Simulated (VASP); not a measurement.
Runs of VASP 6.6.1 on SiC (Moissanite 3C). The structure is that of space group F-43m (No. 216), or close to it. The cells are those of the table. 

```tsv
task	cell	cutoff (eV)	gap on the mesh (eV)	pressure (GPa)
single point	a = 3.087 Å, angles 60.0°, 2 atoms	520	1.51	(a)
relaxation of cell and atoms	relaxed from a = 3.082 Å, angles 60.0°, 2 atoms	600	1.51	0.0
relaxation of cell and atoms	relaxed to 8 GPa from a = 3.082 Å, angles 60.0°, 2 atoms	600	1.49	8.0
relaxation of cell and atoms	relaxed to 6 GPa from a = 3.082 Å, angles 60.0°, 2 atoms	600	1.49	6.0
single point	a = 3.061 Å, angles 60.0°, 2 atoms	520	1.49	7.9
```

Alike in all rows: level PBE; potentials or basis VASP PAW PBE potentials, release 64 (Si, C); no spin polarisation; k mesh 9 × 9 × 9; smearing gaussian 0.01 eV.

Task: Fill in the values left out.

Result: (a) 2.0.

Caveats: the cell is relaxed towards a set pressure, so the enthalpy falls and the energy may rise (some runs).

A k mesh can miss the band edges.
